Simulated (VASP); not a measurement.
# CoO (Fm-3m) in VASP: a series of runs

Runs on CoO. Level: PBE. Tasks: single point, relaxation of cell and atoms.

Program: VASP 6.6.1. These are calculated values, not measurements. Logs are shortened: lines on timing, memory, paths and dates and some standing lists are left out, and cuts for length are marked.

## (1) The cell of the first run

Symmetry: Fm-3m, No. 225, cubic system. The conventional cell has a = 4.247 Å, b = 4.247 Å, c = 4.247 Å, α = 90.00°, β = 90.00°, γ = 90.00°. Within 2.8 Å of Co (site symmetry m-3m) lie 6 O at 2.12 Å. O (site symmetry m-3m) has 6 Co at 2.12 Å within 2.8 Å.

## (2) Single point, PBE, collinear spin, ferromagnetic start

The input, INCAR:

```
SYSTEM = CoO
PREC = Accurate
ENCUT = 520
EDIFF = 1E-7
ISMEAR = -1
SIGMA = 0.05
LREAL = .FALSE.
LASPH = .TRUE.
NELM = 150
ALGO = Normal
ISIF = 2
LWAVE = .FALSE.
LCHARG = .FALSE.
ISPIN = 2
MAGMOM = 2 0
LORBIT = 11
LMAXMIX = 4
GGA = PE
NBANDS = 18
```

The input, KPOINTS:

```
Automatic mesh
0
G
  11 11 11
  0 0 0
```

The input, POSCAR:

```
CoO
1.0
    0.0000000000      2.1235622976      2.1235622976
    2.1235622976      0.0000000000      2.1235622976
    2.1235622976      2.1235622976      0.0000000000
Co O
1 1
Direct
    0.0000000000      0.0000000000      0.0000000000
    0.5000000000      0.5000000000      0.5000000000
```

Potentials or basis: VASP PAW PBE potentials, release 64 (Co, O).

Command:

```
> cat potpaw_PBE.64/Co/POTCAR potpaw_PBE.64/O/POTCAR > POTCAR
> mpirun -np 1 vasp_std > vasp.out
```

OUTCAR:

```text
SYSTEM = CoO
   PREC = Accurate
   ENCUT = 520
   EDIFF = 1E-7
   ISMEAR = -1
   LREAL = .FALSE.
   LASPH = .TRUE.
   NELM = 150
   ISIF = 2
   ISPIN = 2
   LORBIT = 11
   GGA = PE

 ion  position               nearest neighbor table
   1  0.000  0.000  0.000-   2 2.12   2 2.12   2 2.12   2 2.12   2 2.12   2 2.12
   2  0.500  0.500  0.500-   1 2.12   1 2.12   1 2.12   1 2.12   1 2.12   1 2.12

  LATTYP: Found a face centered cubic cell.
 ALAT       =     4.2471245952

  Lattice vectors:

 A1 = (   0.0000000000,   2.1235622976,   2.1235622976)
 A2 = (   2.1235622976,   0.0000000000,   2.1235622976)
 A3 = (   2.1235622976,   2.1235622976,   0.0000000000)

Analysis of symmetry for initial positions (statically):
=====================================================================
 Subroutine PRICEL returns:
 Original cell was already a primitive cell.

 Routine SETGRP: Setting up the symmetry group for a
 face centered cubic supercell.

 Subroutine GETGRP returns: Found 48 space group operations
 (whereof 48 operations were pure point group operations)
 out of a pool of 48 trial point group operations.

The static configuration has the point symmetry O_h .

Analysis of symmetry for dynamics (positions and initial velocities):
=====================================================================
 Subroutine PRICEL returns:
 Original cell was already a primitive cell.

 Routine SETGRP: Setting up the symmetry group for a
 face centered cubic supercell.

 Subroutine GETGRP returns: Found 48 space group operations
 (whereof 48 operations were pure point group operations)
 out of a pool of 48 trial point group operations.

The dynamic configuration has the point symmetry O_h .

Analysis of structural, dynamic, and magnetic symmetry:
=====================================================================
 Subroutine PRICEL returns:
 Original cell was already a primitive cell.

 Routine SETGRP: Setting up the symmetry group for a
 face centered cubic supercell.

 Subroutine GETGRP returns: Found 48 space group operations
 (whereof 48 operations were pure point group operations)
 out of a pool of 48 trial point group operations.

The overall configuration has the point symmetry O_h .

 Subroutine INISYM returns: Found 48 space group operations
 (whereof 48 operations are pure point group operations),
 and found     1 'primitive' translations

----------------------------------------------------------------------------------------

                                     Primitive cell

  volume of cell :      19.1525

  direct lattice vectors                    reciprocal lattice vectors
     0.000000000  2.123562298  2.123562298    -0.235453417  0.235453417  0.235453417
     2.123562298  0.000000000  2.123562298     0.235453417 -0.235453417  0.235453417
     2.123562298  2.123562298  0.000000000     0.235453417  0.235453417 -0.235453417

  length of vectors
     3.003170602  3.003170602  3.003170602     0.407817282  0.407817282  0.407817282

  position of ions in fractional coordinates (direct lattice)
     0.000000000  0.000000000  0.000000000
     0.500000000  0.500000000  0.500000000

  ion indices of the primitive-cell ions
   primitive index   ion index
                 1           1
                 2           2

----------------------------------------------------------------------------------------

 KPOINTS: Automatic mesh

Automatic generation of k-mesh.
 Grid dimensions read from file:
 generate k-points for:   11   11   11

 Generating k-lattice:

  Cartesian coordinates                     Fractional coordinates (reciprocal lattice)
    -0.021404856  0.021404856  0.021404856     0.090909091  0.000000000  0.000000000
     0.021404856 -0.021404856  0.021404856     0.000000000  0.090909091  0.000000000
     0.021404856  0.021404856 -0.021404856     0.000000000  0.000000000  0.090909091

  Length of vectors
     0.037074298  0.037074298  0.037074298

  Shift w.r.t. Gamma in fractional coordinates (k-lattice)
     0.000000000  0.000000000  0.000000000

 Subroutine IBZKPT returns following result:
 ===========================================

 Found     56 irreducible k-points:

 Following reciprocal coordinates:
            Coordinates               Weight
  0.000000  0.000000  0.000000      1.000000
  0.090909  0.000000  0.000000      8.000000
  0.181818  0.000000  0.000000      8.000000
  0.272727  0.000000  0.000000      8.000000
  0.363636  0.000000  0.000000      8.000000
  0.454545  0.000000  0.000000      8.000000
[... 16 lines left out ...]
 -0.272727  0.181818  0.000000     24.000000
 -0.181818  0.181818  0.000000     12.000000
 [... further k-points ...]
   k-points           NKPTS =     56   k-points in BZ     NKDIM =     56   number of bands    NBANDS=     18
   number of dos      NEDOS =    301   number of ions     NIONS =      2
   total plane-waves  NPLWV =  13824
   dimension x,y,z NGX =    24 NGY =   24 NGZ =   24
   dimension x,y,z NGXF=    48 NGYF=   48 NGZF=   48
   ions per type =               1   1
   NGX,Y,Z   is equivalent  to a cutoff of  13.29, 13.29, 13.29 a.u.
   NGXF,Y,Z  is equivalent  to a cutoff of  26.57, 26.57, 26.57 a.u.
 SYSTEM =  CoO
   PREC   = accura    normal or accurate (medium, high low for compatibility)
   ISTART =      0    job   : 0-new  1-cont  2-samecut
   ICHARG =      2    charge: 1-file 2-atom 10-const
   ISPIN  =      2    spin polarized calculation?
   LNONCOLLINEAR =      F non collinear calculations
   LSORBIT =      F    spin-orbit coupling
   LASPH  =      T    aspherical Exc in radial PAW
   ENCUT  =  520.0 eV  38.22 Ry    6.18 a.u.   5.58  5.58  5.58*2*pi/ulx,y,z
   NELM   =    150;   NELMIN=  2; NELMDL= -5     # of ELM steps
   EDIFF  = 0.1E-06   stopping-criterion for ELM
   LREAL  =      F    real-space projection
   EDIFFG = 0.1E-05   stopping-criterion for IOM
   NSW    =      0    number of steps for IOM
   IBRION =     -1    ionic relax: 0-MD 1-quasi-New 2-CG
   NFREE  =      0    steps in history (QN), initial steepest desc. (CG)
   ISIF   =      2    stress and relaxation
   ISYM   =      2    0-nonsym 1-usesym 2-fastsym
   POTIM  = 0.5000    time-step for ionic-motion
   TEBEG  =    0.0;   TEEND  =   0.0 temperature during run
   PSTRESS=    0.0 pullay stress
   NELECT =      15.0000    total number of electrons
   NUPDOWN=      -1.0000    fix difference up-down
   EMIN   =  10.00;   EMAX   =-10.00  energy-range for DOS
   EFERMI =   0.00;   METHOD = LEGACY
   ISMEAR =    -1;   SIGMA  =   0.05  broadening in eV -4-tet -1-fermi 0-gaus
   EFERMI_NEDOS =   21; number of points for ismear=-14 and -15
   IALGO  =     38    algorithm
   IMIX   =      4    mixing-type and parameters
     AMIX     =   0.40;   BMIX     =  1.00
     AMIX_MAG =   1.60;   BMIX_MAG =  1.00
  volume/ion in A,a.u.               =       9.58        64.62
  Fermi-wavevector in a.u.,A,eV,Ry     =   1.509027  2.851647 30.982663  2.277161
  Thomas-Fermi vector in A             =   2.619403
   LORBIT       =     11    0 simple, 1 ext, 2 COOP (PROOUT), +10 PAW based schemes
   GGA     = PE    functional components
   LHFCALC =     F    Hartree Fock is set to
   AEXX    =    0.0000 exact exchange contribution
   IVDW    =     0    specifies the selected vdW correction
   LEPSILON=     F    determine dielectric tensor
   LRPA    =     F    only Hartree local field effects (RPA)
 spin polarized calculation
  energy-cutoff  :      520.00
  volume of cell :       19.15
 maximum number of plane-waves:       532
   NGX = 11   NGY = 11   NGZ = 11

 number of electron      15.0000006 magnetization       2.8738382

 Free energy of the ion-electron system (eV)
  ---------------------------------------------------
  ext. energy  EPLUGINS =         0.00000000
  ---------------------------------------------------
  free energy    TOTEN  =       -13.06416549 eV

  energy without entropy =      -13.02967710  energy(sigma->0) =      -13.04692129

 E-fermi :   8.0286     XC(G=0): -12.4597

 val. band max:        8.0253210391   @ k =  -0.1818   0.2727   0.0909
 cond. band min:       8.0345734118   @ k =  -0.2727   0.1818   0.0000
 fundamental gap:      0.0092523727
 Fermi energy:         8.0285683643

 spin component 1

 k-point     1 :       0.0000    0.0000    0.0000
  band No.  band energies     occupation
      1     -12.2391      1.00000
      2       4.7791      1.00000
      3       4.7791      1.00000
      4       4.8790      1.00000
      5       4.8790      1.00000
      6       4.8790      1.00000
[... 10 lines left out ...]
     17      29.6579      0.00000
     18      33.0835      0.00000
[... 463 lines left out ...]
 k-point    24 :      -0.1818    0.1818    0.0000
  band No.  band energies     occupation
      1     -11.4862      1.00000
      2       1.3582      1.00000
      3       2.4160      1.00000
      4       3.0329      1.00000
      5       5.3051      1.00000
      6       5.3205      1.00000
[... 10 lines left out ...]
     17      35.9548      0.00000
     18      37.7348      0.00000

 [... further k-points ...]

 spin component 2

 k-point     1 :       0.0000    0.0000    0.0000
  band No.  band energies     occupation
      1     -11.7509      1.00000
      2       5.4236      1.00000
      3       5.4236      1.00000
      4       5.4236      1.00000
      5       6.9142      1.00000
      6       6.9143      1.00000
[... 10 lines left out ...]
     17      30.6118      0.00000
     18      33.8986      0.00000
[... 463 lines left out ...]
 k-point    24 :      -0.1818    0.1818    0.0000
  band No.  band energies     occupation
      1     -10.9746      1.00000
      2       2.0825      1.00000
      3       3.8205      1.00000
      4       3.8270      1.00000
      5       7.3210      1.00000
      6       7.7638      0.99501
[... 10 lines left out ...]
     17      36.5672      0.00000
     18      38.3237      0.00000

 [... further k-points ...]
[... 5 lines left out ...]
  --------------------------------------------------------------------------------------
  -------------------------------------------------------------------------------------
  Total       -0.0695213     -0.0695213     -0.0695213      0.0000000      0.0000000     -0.0000000
  in kB       -5.8157173     -5.8157173     -5.8157173      0.0000000      0.0000000     -0.0000000
  external PRESSURE =      -5.8157173 kB  Pullay stress =       0.0000000 kB

 VOLUME and BASIS-vectors are now :
 -----------------------------------------------------------------------------
  energy-cutoff  :      520.00
  volume of cell :       19.15
      direct lattice vectors                 reciprocal lattice vectors
     0.000000000  2.123562298  2.123562298    -0.235453417  0.235453417  0.235453417
     2.123562298  0.000000000  2.123562298     0.235453417 -0.235453417  0.235453417
     2.123562298  2.123562298  0.000000000     0.235453417  0.235453417 -0.235453417

 POSITION                                       TOTAL-FORCE (eV/Angst)
 -----------------------------------------------------------------------------------
      0.00000      0.00000      0.00000         0.000000      0.000000      0.000000
      2.12356      2.12356      2.12356        -0.000000     -0.000000     -0.000000
 -----------------------------------------------------------------------------------
    total drift:                                0.000000     -0.000000     -0.000000

  FREE ENERGIE OF THE ION-ELECTRON SYSTEM (eV)
  ---------------------------------------------------
  free  energy   TOTEN  =       -13.0641654882 eV

  energy  without entropy=      -13.0296770967  energy(sigma->0) =      -13.04692129

 total charge

# of ion       s       p       d       tot
------------------------------------------
    1        0.296   0.362   7.151   7.809
    2        1.556   3.427   0.000   4.983
--------------------------------------------------
tot          1.852   3.789   7.151  12.792

 magnetization (x)

# of ion       s       p       d       tot
------------------------------------------
    1        0.021   0.018   2.497   2.535
    2        0.029   0.260   0.000   0.289
--------------------------------------------------
tot          0.049   0.278   2.497   2.824
```

Wall time 16 s (1 thread of Intel Xeon 6975P-C (Granite Rapids), shared host); peak memory 0.17 GiB.

Results:

| Quantity | Value |
| --- | --- |
| Free energy | -13.0642 eV |
| Pressure | -0.6 GPa |
| Net moment | 2.87 μB per cell |
| Site moments | Co +2.54; O +0.29 μB |
| Valence electrons inside the program's atomic spheres | Co 7.81; O 4.98 |

Caveat: a cell with one magnetic atom can't hold antiferromagnetic order, which such compounds often take; semilocal functionals often make such compounds metallic where correlation or magnetic order opens a gap, which also shifts bond lengths.

## (3) Single point, PBE, collinear spin, ferromagnetic start

This run uses another cell than the first one, of 9.68 Å³/atom.

The input, INCAR:

```
PREC = Accurate
ENCUT = 520
EDIFF = 1E-6
ISMEAR = 0
SIGMA = 0.011
LREAL = F
LASPH = T
NELM = 150
ALGO = Normal
ISIF = 2
LWAVE = F
LCHARG = F
ISPIN = 2
MAGMOM = 2 0
LORBIT = 11
LMAXMIX = 4
GGA = PE
NBANDS = 18
```

The input, KPOINTS:

```
regular mesh
0
Gamma
  11 11 11
```

The input, POSCAR:

```
CoO
1.0
    0.0000000000      2.1315000000      2.1315000000
    2.1315000000      0.0000000000      2.1315000000
    2.1315000000      2.1315000000      0.0000000000
Co O
1 1
Direct
    0.0000000000      0.0000000000      0.0000000000
    0.5000000000      0.5000000000      0.5000000000
```

Potentials or basis: VASP PAW PBE potentials, release 64 (Co, O).

Command:

```
> cat potpaw_PBE.64/Co/POTCAR potpaw_PBE.64/O/POTCAR > POTCAR
> mpirun -np 1 vasp_std > vasp.out
```

Run time: 16 s. Hardware: 1 thread of Intel Xeon 6975P-C (Granite Rapids), shared host; peak memory 0.16 GiB.

The run converged. Its results:

| Property | Result |
| --- | --- |
| Free energy | -13.0453 eV |
| Pressure | -2.5 GPa |
| Net moment | 2.92 μB per cell |
| Site moments | Co +2.57; O +0.30 μB |
| Valence electrons inside the program's atomic spheres | Co 7.79; O 4.98 |

Levels at points of the mesh, in eV from the Fermi level:
Spin up:
```csv
k point,band 7,band 8,band 9,band 10,band 11,band 12
"(0.00, 0.00, 0.00)",-3.09,-3.09,-3.09,0.97,16.84,18.11
```
Spin down:
| k point | band 2 | band 3 | band 4 | band 5 | band 6 | band 7 | band 8 | band 9 | band 10 | band 11 |
| --- | --- | --- | --- | --- | --- | --- | --- | --- | --- | --- |
| (0.00, 0.00, 0.00) | -2.55 | -2.55 | -2.55 | -1.11 | -1.11 | -1.11 | 0.05 | 0.05 | 1.51 | 16.75 |

Caveat: a cell with one magnetic atom can't hold antiferromagnetic order, which such compounds often take; semilocal functionals often make such compounds metallic where correlation or magnetic order opens a gap, which also shifts bond lengths. With open d or f shells a metallic result of PBE can be an artefact of self-interaction; +U or a hybrid may open a gap.

## (4) Relaxation of cell and atoms, PBE, collinear spin, ferromagnetic start

This run uses another cell than the first one, of 9.68 Å³/atom.

The input, INCAR:

```
ALGO = Normal
EDIFF = 1E-6
EDIFFG = -0.01
ENCUT = 600
GGA = PE
IBRION = 2
ISIF = 3
ISMEAR = -1
ISPIN = 2
LASPH = T
LCHARG = F
LMAXMIX = 4
LORBIT = 11
LREAL = F
LWAVE = F
MAGMOM = 2 0
NELM = 150
NSW = 60
PREC = Accurate
SIGMA = 0.05
```

The input, KPOINTS:

```
k-points
0
Gamma
  11 11 11
```

POSCAR is that of step 3.

Command:

```
> cat potpaw_PBE.64/Co/POTCAR potpaw_PBE.64/O/POTCAR > POTCAR
> mpirun -np 1 vasp_std > vasp.out
```

It took 24 s on 1 thread of Intel Xeon 6975P-C (Granite Rapids), shared host; peak memory 0.17 GiB.

The run converged. Its results:

```yaml
Free_energy: -13.0669 eV
Relaxed_volume: 9.53 Å³/atom
Relaxed_cell: a = 2.999 Å, b = 2.999 Å, c = 2.999 Å, α = 60.00°, β = 60.00°, γ = 60.00°
Space_group_after_relaxing_to_0.1_Å: Fm-3m (No. 225)
Energy_gained_by_relaxing: 1.3 meV/atom
Ionic_steps: 3
Pressure_after_relaxing: 0.0 GPa
Net_moment: 2.86 μB per cell
Site_moments: Co +2.53; O +0.29 μB
Valence_electrons_inside_the_program's_atomic_spheres: Co 7.82; O 4.98
```

Step by step:
```
step  energy change (eV)  largest force (eV/Å)  pressure (GPa)  volume (Å³)
   1              0.0000                0.0000           -2.81        19.37
   2             -0.0018                0.0000            1.49        18.90
   3             -0.0026                0.0000           -0.04        19.07
```

Final structure:
```xyz
2
Lattice="0.0000 2.1203 2.1203 2.1203 0.0000 2.1203 2.1203 2.1203 0.0000" Properties=species:S:1:pos:R:3 pbc="T T T"
Co    0.0000    0.0000    0.0000
O     2.1203    2.1203    2.1203
```

Levels at points of the mesh, in eV from the Fermi level:
Spin up:
```tsv
k point	band 6	band 7	band 8	band 9	band 10	band 11	band 12
(0.00, 0.00, 0.00)	-3.17	-3.06	-3.06	-3.06	1.08	16.91	18.25
```
Spin down:
```csv
k point,band 2,band 3,band 4,band 5,band 6,band 7,band 8,band 9,band 10,band 11
"(0.00, 0.00, 0.00)",-2.63,-2.63,-2.63,-1.12,-1.12,-1.12,0.05,0.05,1.61,16.82
```

Caveat: a cell with one magnetic atom can't hold antiferromagnetic order, which such compounds often take; semilocal functionals often make such compounds metallic where correlation or magnetic order opens a gap, which also shifts bond lengths. With open d or f shells a metallic result of PBE can be an artefact of self-interaction; +U or a hybrid may open a gap.

## (5) The runs side by side

| task | cell | cutoff (eV) | smearing | gap on the mesh (eV) | pressure (GPa) | moment (μB) |
| --- | --- | --- | --- | --- | --- | --- |
| single point | a = 3.003 Å, angles 60.0°, 2 atoms | 520 | fermi-dirac 0.05 eV | none | -0.6 | 2.87 |
| single point | a = 3.014 Å, angles 60.0°, 2 atoms | 520 | gaussian 0.011 eV | none | -2.5 | 2.92 |
| relaxation of cell and atoms | relaxed from a = 3.014 Å, angles 60.0°, 2 atoms | 600 | fermi-dirac 0.05 eV | none | 0.0 | 2.86 |

Alike in all rows: level PBE; potentials or basis VASP PAW PBE potentials, release 64 (Co, O); spin collinear, ferromagnetic start; k mesh 11 × 11 × 11.

Caveats: a cell with one magnetic atom can't hold antiferromagnetic order, which such compounds often take; semilocal functionals often make such compounds metallic where correlation or magnetic order opens a gap, which also shifts bond lengths.

Absolute energies hang on the potentials; compare differences alone.
